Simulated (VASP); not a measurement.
InSe:

```
CELL_PARAMETERS angstrom
4.04733 0.00000 0.00000
-2.02366 3.50509 0.00000
0.00000 0.00000 18.05206
ATOMIC_POSITIONS crystal
In 0.00000 0.00000 0.57739
In 0.00000 0.00000 0.42261
In 0.33333 0.66667 0.92261
In 0.33333 0.66667 0.07739
Se 0.66667 0.33333 0.85300
Se 0.66667 0.33333 0.14700
Se 0.33333 0.66667 0.64702
Se 0.33333 0.66667 0.35298
```

```yaml
Program: VASP 6.6.1
Task: relaxation of cell and atoms
Functional: PBE
Dispersion: D3(BJ)
Potentials_or_basis: VASP PAW PBE potentials, release 64 (In_d, Se)
Cutoff: 600 eV
k_mesh: 6 × 6 × 2
Occupations: fermi-dirac, width 0.02 eV
Spin: no spin polarisation
```

At the start: pressure 0.0 GPa; volume 32.01 Å³/atom.

Task: Where does the relaxation end?

Result: Over 32 steps the energy falls by 17.4 meV/atom and the volume is 29.38 Å³/atom (-8.2 %); space group P-6m2 (No. 187, to 0.1 Å) before and after.

Step by step:
```
step  energy change (eV)  largest force (eV/Å)  pressure (GPa)  volume (Å³)
   1              0.0000                0.2580            0.01       256.09
   2             -0.0106                0.1376           -0.30       256.15
   3             -0.0116                0.1490           -0.42       256.18
   4             -0.0199                0.1670           -0.26       254.19
   5             -0.0315                0.2142            0.17       249.20
   6             -0.0323                0.2300            0.32       247.56
   7             -0.0418                0.1802            0.24       246.93
   8             -0.0607                0.0476            0.01       245.07
   9             -0.0584                0.1757           -0.36       241.37
  10             -0.0661                0.0639           -0.16       243.35
  11             -0.0744                0.0589           -0.19       242.63
  12             -0.0970                0.0436           -0.24       240.45
  13             -0.1274                0.0848           -0.21       236.03
  14             -0.0845                0.2463            0.24       226.92
  15             -0.1336                0.0874           -0.11       234.39
  16             -0.1342                0.0984           -0.09       233.59
  17             -0.1370                0.0472            0.06       233.54
  18             -0.1380                0.0068            0.21       233.49
  19             -0.1392                0.0341            0.05       234.61
  20             -0.1391                0.0546           -0.09       235.46
  21             -0.1393                0.0416           -0.03       234.97
  22             -0.1393                0.0399           -0.01       234.88
  23             -0.1395                0.0108            0.00       235.02
  24             -0.1395                0.0041            0.00       235.06
  25             -0.1395                0.0055            0.00       235.07
  26             -0.1395                0.0048           -0.01       235.07
  27             -0.1395                0.0058            0.01       235.04
  28             -0.1395                0.0084            0.02       234.95
  29             -0.1395                0.0067            0.01       234.98
  30             -0.1395                0.0054           -0.01       235.04
  31             -0.1395                0.0050           -0.02       235.05
  32             -0.1395                0.0034           -0.02       235.02
```

Final structure:
```xyz
8
Lattice="4.0400 0.0000 0.0000 -2.0200 3.4988 0.0000 0.0000 0.0000 16.6269" Properties=species:S:1:pos:R:3 pbc="T T T"
In    0.0000    0.0000    9.7099
In    0.0000    0.0000    6.9170
In    0.0000    2.3325   15.2304
In    0.0000    2.3325    1.3966
Se    2.0200    1.1663   13.9459
Se    2.0200    1.1663    2.6811
Se    0.0000    2.3325   10.9928
Se    0.0000    2.3325    5.6342
```
